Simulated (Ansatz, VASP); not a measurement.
## BaTiO3 in VASP and in Ansatz

The input INCAR:

```
PREC = Accurate
ENCUT = 520
EDIFF = 1E-6
ISMEAR = 0
SIGMA = 0.05
LREAL = False
LASPH = True
NELM = 150
ALGO = Normal
ISIF = 2
LWAVE = False
LCHARG = False
LMAXMIX = 4
LDAU = True
LDAUTYPE = 2
LDAUL = -1 2 -1
LDAUU = 0 4 0
LDAUJ = 0 0 0
LDAUPRINT = 1
GGA = PE
NBANDS = 28
```

The input KPOINTS:

```
Automatic mesh
0
Gamma
  6 6 6
```

Contents of POSCAR:

```
BaTiO3
1.0
    4.0082194129      0.0000000000      0.0000000000
    0.0000000000      2.8732814832      2.8859184405
    0.0000000000     -2.8732814832      2.8859184405
Ba Ti O
1 1 3
Direct
    0.0000000000      0.0080771898      0.0080771898
    0.5000000000      0.5197092923      0.5197092923
    0.0000000000      0.4136620450      0.4136620450
    0.5000000000      0.4938075436      0.9829991481
    0.5000000000      0.9829991481      0.4938075436
```

Input for Ansatz:

```yaml
crystal:
  lattice:
    - [4.0082193262, 0.0, 0.0]
    - [0.0, 2.8732815214, 2.8859185184]
    - [0.0, -2.8732815214, 2.8859185184]
  atoms:
    - { symbol: Ba, position: [0.0, 0.0080772002, 0.0080772002] }
    - { symbol: Ti, position: [0.5, 0.5197092998, 0.5197092998] }
    - { symbol: O, position: [0.0, 0.4136620363, 0.4136620363] }
    - { symbol: O, position: [0.5, 0.4938075461, 0.9829991384] }
    - { symbol: O, position: [0.5, 0.9829991384, 0.4938075461] }
basis:
  ecutwfc: 420
kpoints:
  mp_grid: { grid: [6, 6, 6] }
hamiltonian:
  xc: pbe
  hubbard: { sites: [{ species: Ti, l: d, u_eff: 4.0 }] }
scf:
  occupations: { method: gaussian, width: 0.05 }
output:
  forces: true
  stress: true
  eigenvalues: true
  write_density: true
  write_potential: true
  elf: true
  volumetric_format: npy
```

Alike in both runs: task single point; functional PBE; k mesh 6 × 6 × 6; occupations gaussian, width 0.05 eV; no spin polarisation; Hubbard terms Ti d U = 4.0 eV.

|  | VASP | Ansatz |
| --- | --- | --- |
| version | VASP 6.6.1 | Ansatz 0.2.0 |
| potentials or method | VASP PAW PBE potentials, release 64 (Ba_sv, Ti_sv, O), cutoff 520 eV | scalar-relativistic, plane waves, PAW |
| valence electrons in the cell | 40 | 40 |

```csv
,VASP,Ansatz,Ansatz less VASP
gap on the k mesh at the Fermi level (eV),2.34,2.36,+0.024
least direct gap on the mesh (eV),2.98,3.00,+0.015
pressure (GPa),5.1,1.4,-3.70
"traceless stress, the component that is largest in VASP (GPa)",4.93,3.67,-1.255
rms of the force components (eV/Å),1.135,1.049,-0.0858
```

The programs project onto different local orbitals, so the same U acts differently, and such runs can settle in different states. Atom by atom the forces differ by 0.249 eV/Å (rms over components).

Neither program's run includes spin-orbit coupling.
